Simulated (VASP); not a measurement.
# ZrTl2 (P6/mmm) in VASP: notebook

The runs below take ZrTl2 through single point, with PBEsol.

Everything below comes from runs of VASP 6.6.1. Logs are shortened: lines on timing, memory, paths and dates and some standing lists are left out, and cuts for length are marked.

## (1) The cell of the first run

The structure is hexagonal, space group P6/mmm (No. 191). The conventional cell has a = 5.052 Å, b = 5.052 Å, c = 3.057 Å, α = 90.00°, β = 90.00°, γ = 120.00°. Within 4.0 Å of Zr (site symmetry 6/mmm) lie 2 Zr at 3.06 Å and 12 Tl at 3.29 Å. Tl (site symmetry -6m2) has 5 Tl at 2.92 to 3.06 Å and 6 Zr at 3.29 Å within 3.8 Å.

## (2) Single point, PBEsol (volume scaled by 0.960)

The input, INCAR:

```
PREC = Accurate
ENCUT = 520
EDIFF = 1E-6
ISMEAR = 0
SIGMA = 0.05
LREAL = F
LASPH = T
NELM = 60
ALGO = Fast
ISIF = 2
LWAVE = F
LCHARG = F
GGA = PS
NBANDS = 26
```

The input, KPOINTS:

```
regular mesh
0
Gamma
  8 8 8
```

The input, POSCAR:

```
ZrTl2
1.0
    5.0519911315      0.0000000000      0.0000000000
   -2.5259955658      4.3751526596      0.0000000000
    0.0000000000      0.0000000000      3.0565568480
Zr Tl
1 2
Direct
    0.0000000000      0.0000000000      0.0000000000
    0.3333333333      0.6666666667      0.5000000000
    0.6666666667      0.3333333333      0.5000000000
```

Potentials or basis: VASP PAW PBE potentials, release 64 (Zr_sv, Tl_d).

The run is started by

```
> cat potpaw_PBE.64/Zr_sv/POTCAR potpaw_PBE.64/Tl_d/POTCAR > POTCAR
> mpirun -np 1 vasp_std > vasp.out
```

OUTCAR:

```text
PREC = Accurate
   ENCUT = 520
   EDIFF = 1E-6
   ISMEAR = 0
   LREAL = F
   LASPH = T
   NELM = 60
   ISIF = 2
   GGA = PS

 ion  position               nearest neighbor table
   1  0.000  0.000  0.000-   2 3.29   3 3.29   2 3.29   3 3.29   3 3.29   3 3.29   2 3.29   2 3.29
                             3 3.29   3 3.29   2 3.29   2 3.29
   2  0.333  0.667  0.500-   3 2.92   3 2.92   3 2.92   1 3.29   1 3.29   1 3.29   1 3.29   1 3.29
                             1 3.29
   3  0.667  0.333  0.500-   2 2.92   2 2.92   2 2.92   1 3.29   1 3.29   1 3.29   1 3.29   1 3.29
                             1 3.29

  LATTYP: Found a hexagonal cell.
 ALAT       =     5.0519911315
 C/A-ratio  =     0.6050202323

  Lattice vectors:

 A1 = (   5.0519911315,   0.0000000000,   0.0000000000)
 A2 = (  -2.5259955658,   4.3751526596,   0.0000000000)
 A3 = (   0.0000000000,   0.0000000000,   3.0565568480)

Analysis of symmetry for initial positions (statically):
=====================================================================
 Subroutine PRICEL returns:
 Original cell was already a primitive cell.

 Routine SETGRP: Setting up the symmetry group for a
 hexagonal supercell.

 Subroutine GETGRP returns: Found 24 space group operations
 (whereof 24 operations were pure point group operations)
 out of a pool of 24 trial point group operations.

The static configuration has the point symmetry D_6h.

Analysis of symmetry for dynamics (positions and initial velocities):
=====================================================================
 Subroutine PRICEL returns:
 Original cell was already a primitive cell.

 Routine SETGRP: Setting up the symmetry group for a
 hexagonal supercell.

 Subroutine GETGRP returns: Found 24 space group operations
 (whereof 24 operations were pure point group operations)
 out of a pool of 24 trial point group operations.

The dynamic configuration has the point symmetry D_6h.

 Subroutine INISYM returns: Found 24 space group operations
 (whereof 24 operations are pure point group operations),
 and found     1 'primitive' translations

----------------------------------------------------------------------------------------

                                     Primitive cell

  volume of cell :      67.5598

  direct lattice vectors                    reciprocal lattice vectors
[... 81 lines left out ...]
   ISTART =      0    job   : 0-new  1-cont  2-samecut
   ICHARG =      2    charge: 1-file 2-atom 10-const
   ISPIN  =      1    spin polarized calculation?
   LNONCOLLINEAR =      F non collinear calculations
   LSORBIT =      F    spin-orbit coupling
   LASPH  =      T    aspherical Exc in radial PAW
   ENCUT  =  520.0 eV  38.22 Ry    6.18 a.u.   9.39  9.39  5.68*2*pi/ulx,y,z
   NELM   =     60;   NELMIN=  2; NELMDL= -5     # of ELM steps
   EDIFF  = 0.1E-05   stopping-criterion for ELM
   LREAL  =      F    real-space projection
   EDIFFG = 0.1E-04   stopping-criterion for IOM
   NSW    =      0    number of steps for IOM
   IBRION =     -1    ionic relax: 0-MD 1-quasi-New 2-CG
   NFREE  =      0    steps in history (QN), initial steepest desc. (CG)
   ISIF   =      2    stress and relaxation
   ISYM   =      2    0-nonsym 1-usesym 2-fastsym
   POTIM  = 0.5000    time-step for ionic-motion
   TEBEG  =    0.0;   TEEND  =   0.0 temperature during run
   PSTRESS=    0.0 pullay stress
   NELECT =      38.0000    total number of electrons
   NUPDOWN=      -1.0000    fix difference up-down
   EMIN   =  10.00;   EMAX   =-10.00  energy-range for DOS
   EFERMI =   0.00;   METHOD = LEGACY
   ISMEAR =     0;   SIGMA  =   0.05  broadening in eV -4-tet -1-fermi 0-gaus
   EFERMI_NEDOS =   21; number of points for ismear=-14 and -15
   IALGO  =     68    algorithm
   IMIX   =      4    mixing-type and parameters
     AMIX     =   0.40;   BMIX     =  1.00
     AMIX_MAG =   1.60;   BMIX_MAG =  1.00
  volume/ion in A,a.u.               =      22.52       151.97
  Fermi-wavevector in a.u.,A,eV,Ry     =   1.351367  2.553713 24.846857  1.826192
  Thomas-Fermi vector in A             =   2.478795
   LORBIT       =      0    0 simple, 1 ext, 2 COOP (PROOUT), +10 PAW based schemes
   GGA     = PS    functional components
   LHFCALC =     F    Hartree Fock is set to
   AEXX    =    0.0000 exact exchange contribution
   IVDW    =     0    specifies the selected vdW correction
   LEPSILON=     F    determine dielectric tensor
   LRPA    =     F    only Hartree local field effects (RPA)
 non-spin polarized calculation
 RMM-DIIS sequential band-by-band and
 Gauss-broadening in eV      SIGMA  =   0.05
  energy-cutoff  :      520.00
  volume of cell :       67.56
 maximum number of plane-waves:      1838
 NGX is ok and might be reduce to    40
   NGX = 19   NGY = 19   NGZ = 11

 number of electron      38.0000003 magnetization

 Free energy of the ion-electron system (eV)
  ---------------------------------------------------
  ext. energy  EPLUGINS =         0.00000000
  ---------------------------------------------------
  free energy    TOTEN  =       -13.80382412 eV

  energy without entropy =      -13.79964727  energy(sigma->0) =      -13.80173569

 E-fermi :   9.3910     XC(G=0): -11.5365

 val. band max:        9.3898563967   @ k =   0.3750   0.2500   0.1250
 cond. band min:       9.4039880788   @ k =   0.2500   0.2500   0.1250
 fundamental gap:      0.0141316821
 Fermi energy:         9.3909898814

 k-point     1 :       0.0000    0.0000    0.0000
  band No.  band energies     occupation
      1     -39.8817      2.00000
      2     -18.0621      2.00000
      3     -18.0621      2.00000
      4     -17.3231      2.00000
      5      -3.1990      2.00000
      6      -2.7414      2.00000
[... 685 lines left out ...]
     25      14.4114      0.00000
     26      16.0627      0.00000

 [... further k-points ...]
[... 5 lines left out ...]
  --------------------------------------------------------------------------------------
  -------------------------------------------------------------------------------------
  Total        1.4333316      1.4333316      1.4297640     -0.0000000     -0.0000000      0.0000000
  in kB       33.9913963     33.9913963     33.9067887     -0.0000000     -0.0000000      0.0000000
  external PRESSURE =      33.9631938 kB  Pullay stress =       0.0000000 kB

 VOLUME and BASIS-vectors are now :
 -----------------------------------------------------------------------------
  energy-cutoff  :      520.00
  volume of cell :       67.56
      direct lattice vectors                 reciprocal lattice vectors
     5.051991132  0.000000000  0.000000000     0.197941757  0.114281727  0.000000000
    -2.525995566  4.375152660  0.000000000     0.000000000  0.228563453  0.000000000
     0.000000000  0.000000000  3.056556848     0.000000000  0.000000000  0.327165517

 POSITION                                       TOTAL-FORCE (eV/Angst)
 -----------------------------------------------------------------------------------
      0.00000      0.00000      0.00000        -0.000000      0.000000      0.000000
     -0.00000      2.91677      1.52828         0.000000     -0.000000     -0.000000
      2.52600      1.45838      1.52828        -0.000000      0.000000      0.000000
 -----------------------------------------------------------------------------------
    total drift:                                0.000000     -0.000000      0.000000

  FREE ENERGIE OF THE ION-ELECTRON SYSTEM (eV)
  ---------------------------------------------------
  free  energy   TOTEN  =       -13.8038241212 eV

  energy  without entropy=      -13.7996472681  energy(sigma->0) =      -13.80173569
```

stdout:

```text
POSCAR found type information on POSCAR ZrTl
 POSCAR found :  2 types and       3 ions
 scaLAPACK will be used
 -----------------------------------------------------------------------------
|                                                                             |
|                                                                             |
|     You enforced a specific xc type in the INCAR file but a different       |
|     I HOPE YOU KNOW WHAT YOU ARE DOING!                                     |
|                                                                             |
 -----------------------------------------------------------------------------

 LDA part: xc-table for (Slater+PW92), standard interpolation
 POSCAR, INCAR and KPOINTS ok, starting setup
 FFT: planning ... GRIDC
 FFT: planning ... GRID_SOFT
 FFT: planning ... GRID
 WAVECAR not read
 entering main loop
WARNING in EDDRMM: call to ZHEGV failed, returncode =   6  3      5
WARNING in EDDRMM: call to ZHEGV failed, returncode =   6  3     17
```

It took 3.5 min on 1 thread of Oxide Virtual Turin-like, shared host; peak memory 0.2 GiB.

Results:

| Property | Result |
| --- | --- |
| Free energy | -13.8038 eV |
| Pressure | 3.4 GPa |
| Band gap on the k mesh | zero (band 19 reaches 9.77 eV, above the bottom of band 20 at 9.01 eV) |

Caveat: the cell differs from its parent crystal (volume scaled by 0.960); the PAW data sets were made with another functional, which shifts forces and pressure a little; spin-orbit coupling is left out, which moves the levels of the heavy elements.

## (3) Single point, PBEsol (volume scaled by 0.980)

The input, INCAR:

```
  ALGO = Normal
  EDIFF = 1E-6
  ENCUT = 520
  GGA = PS
  ISIF = 2
  ISMEAR = 0
  LASPH = True
  LCHARG = True
  LELF = True
  LREAL = False
  LVHAR = True
  LWAVE = False
  NBANDS = 26
  NELM = 100
  PREC = Accurate
  SIGMA = 0.05
```

The input, KPOINTS:

```
k-points
0
Gamma
  8 8 8
```

The input, POSCAR:

```
ZrTl2
1.0
    5.0896364273      0.0000000000      0.0000000000
   -2.5448182137      4.4077544421      0.0000000000
    0.0000000000      0.0000000000      3.0742484236
Zr Tl
1 2
Direct
    0.0000000000      0.0000000000      0.0000000000
    0.3333333333      0.6666666667      0.5000000000
    0.6666666667      0.3333333333      0.5000000000
```

Potentials or basis: VASP PAW PBE potentials, release 64 (Zr_sv, Tl_d).

The run is started by

```
> cat potpaw_PBE.64/Zr_sv/POTCAR potpaw_PBE.64/Tl_d/POTCAR > POTCAR
> mpirun -np 1 vasp_std > vasp.out
```

It took 2.5 min on 1 thread of Oxide Virtual Turin-like, shared host; peak memory 0.2 GiB.

The run converged. Its results:

```yaml
Free_energy: -13.8264 eV
Pressure: 1.6 GPa
Band_gap_on_the_k_mesh: zero (band 19 reaches 9.52 eV, above the bottom of band 20 at 8.69 eV)
```

Levels at points of the mesh, in eV from the Fermi level:
```csv
k point,band 17,band 18,band 19,band 20,band 21,band 22
"(0.00, 0.00, 0.00)",-2.87,-2.87,-1.46,1.63,1.63,2.84
"(0.50, 0.00, 0.00)",-2.69,-2.46,-0.53,0.03,2.45,2.56
"(0.00, 0.00, 0.50)",-0.98,-0.98,-0.23,0.92,0.92,1.38
"(0.50, 0.00, 0.50)",-2.48,-2.48,-2.19,1.24,1.28,1.53
```

Caveat: the cell differs from its parent crystal (volume scaled by 0.980); the PAW data sets were made with another functional, which shifts forces and pressure a little; spin-orbit coupling is left out, which moves the levels of the heavy elements.

## (4) Single point, PBEsol

This run uses another cell than the first one, of 23.46 Å³/atom, 1.042 times its volume.

The input, INCAR:

```
PREC     = Accurate       # precision mode
ENCUT    = 520            # plane-wave cutoff, eV
EDIFF    = 1E-7           # SCF threshold, eV
ISMEAR   = 0              # smearing method
SIGMA    = 0.05           # smearing width, eV
LREAL    = False          # projectors in reciprocal space
LASPH    = True           # aspherical terms in the spheres
NELM     = 80             # most SCF steps
ALGO     = Fast           # electronic algorithm
ISIF     = 2              # what is computed and relaxed
LWAVE    = False          # write WAVECAR
LCHARG   = True           # write CHGCAR
GGA      = PS             # functional
LELF     = True           # ELF
LVHAR    = True         
NBANDS   = 26             # bands
```

The input, KPOINTS:

```
Automatic mesh
0
Gamma
  8 8 8
```

The input, POSCAR:

```
ZrTl2
1.0
    5.1272923748      0.0000000000      0.0000000000
   -2.5636461874      4.4403654492      0.0000000000
    0.0000000000      0.0000000000      3.0910799452
Zr Tl
1 2
Direct
    0.0000000000      0.0000000000      0.0000000000
    0.3333333333      0.6666666667      0.5000000000
    0.6666666667      0.3333333333      0.5000000000
```

The run is started by

```
> cat potpaw_PBE.64/Zr_sv/POTCAR potpaw_PBE.64/Tl_d/POTCAR > POTCAR
> mpirun -np 1 vasp_std > vasp.out
```

Run time: 3.9 min. Hardware: 1 thread of Oxide Virtual Turin-like, shared host; peak memory 0.21 GiB.

The run converged. Its results:

```
Free energy            : -13.8341 eV
Pressure               : 0.0 GPa
Band gap on the k mesh : zero (band 19 reaches 9.28 eV, above the bottom of band 20 at 8.39 eV)
```

Levels at points of the mesh, in eV from the Fermi level:
| k point | band 16 | band 17 | band 18 | band 19 | band 20 | band 21 | band 22 | band 23 |
| --- | --- | --- | --- | --- | --- | --- | --- | --- |
| (0.00, 0.00, 0.00) | -3.81 | -2.79 | -2.79 | -1.44 | 1.58 | 1.58 | 2.79 | 2.79 |
| (0.50, 0.00, 0.00) | -7.84 | -2.63 | -2.46 | -0.51 | 0.03 | 2.42 | 2.46 | 2.82 |
| (0.00, 0.00, 0.50) | -4.45 | -0.96 | -0.96 | -0.35 | 0.90 | 0.90 | 1.39 | 1.56 |
| (0.50, 0.00, 0.50) | -4.24 | -2.41 | -2.40 | -2.12 | 1.22 | 1.24 | 1.47 | 1.90 |

Caveat: the PAW data sets were made with another functional, which shifts forces and pressure a little; spin-orbit coupling is left out, which moves the levels of the heavy elements.

## (5) Single point, PBEsol (volume scaled by 1.020)

The input, INCAR:

```
SYSTEM = ZrTl2
ALGO = Normal
EDIFF = 1E-6
ENCUT = 520
GGA = PS
ISIF = 2
ISMEAR = 0
LASPH = .TRUE.
LCHARG = .TRUE.
LELF = .TRUE.
LREAL = .FALSE.
LVHAR = .TRUE.
LWAVE = .FALSE.
NBANDS = 26
NELM = 100
PREC = Accurate
SIGMA = 0.05
```

The input, KPOINTS:

```
k-points
0
G
  8 8 8
  0 0 0
```

The input, POSCAR:

```
ZrTl2
1.0
    5.1648971433      0.0000000000      0.0000000000
   -2.5824485717      4.4729321340      0.0000000000
    0.0000000000      0.0000000000      3.1071571637
Zr Tl
1 2
Direct
    0.0000000000      0.0000000000      0.0000000000
    0.3333333333      0.6666666667      0.5000000000
    0.6666666667      0.3333333333      0.5000000000
```

The run is started by

```
> cat potpaw_PBE.64/Zr_sv/POTCAR potpaw_PBE.64/Tl_d/POTCAR > POTCAR
> mpirun -np 1 vasp_std > vasp.out
```

Run time: 2.2 min. Hardware: 1 thread of Oxide Virtual Turin-like, shared host; peak memory 0.21 GiB.

It converged, with:

* Free energy: -13.8287 eV
* Pressure: -1.4 GPa
* Band gap on the k mesh: zero (band 19 reaches 9.04 eV, above the bottom of band 20 at 8.10 eV)

Levels at points of the mesh, in eV from the Fermi level:
```tsv
k point	band 17	band 18	band 19	band 20	band 21	band 22
(0.00, 0.00, 0.00)	-2.72	-2.72	-1.41	1.54	1.54	2.75
(0.50, 0.00, 0.00)	-2.56	-2.45	-0.49	0.04	2.37	2.40
(0.00, 0.00, 0.50)	-0.93	-0.93	-0.47	0.88	0.88	1.39
(0.50, 0.00, 0.50)	-2.34	-2.32	-2.06	1.20	1.22	1.41
```

Caveat: the cell differs from its parent crystal (volume scaled by 1.020); the PAW data sets were made with another functional, which shifts forces and pressure a little; spin-orbit coupling is left out, which moves the levels of the heavy elements.

## (6) Overview

| cell | gap on the mesh (eV) | pressure (GPa) |
| --- | --- | --- |
| a = 5.052, b = 5.052, c = 3.057 Å, angles 90.0, 90.0, 120.0°, 3 atoms | none | 3.4 |
| a = 5.090, b = 5.090, c = 3.074 Å, angles 90.0, 90.0, 120.0°, 3 atoms | none | 1.6 |
| a = 5.127, b = 5.127, c = 3.091 Å, angles 90.0, 90.0, 120.0°, 3 atoms | none | 0.0 |
| a = 5.165, b = 5.165, c = 3.107 Å, angles 90.0, 90.0, 120.0°, 3 atoms | none | -1.4 |

Alike in all rows: task single point; level PBEsol; potentials or basis VASP PAW PBE potentials, release 64 (Zr_sv, Tl_d); no spin polarisation; k mesh 8 × 8 × 8; cutoff (eV) 520; smearing gaussian 0.05 eV.

Caveats: the PAW data sets were made with another functional, which shifts forces and pressure a little; spin-orbit coupling is left out, which moves the levels of the heavy elements.

Total energies depend on the potentials used, so only differences within one code and one set of settings carry meaning.
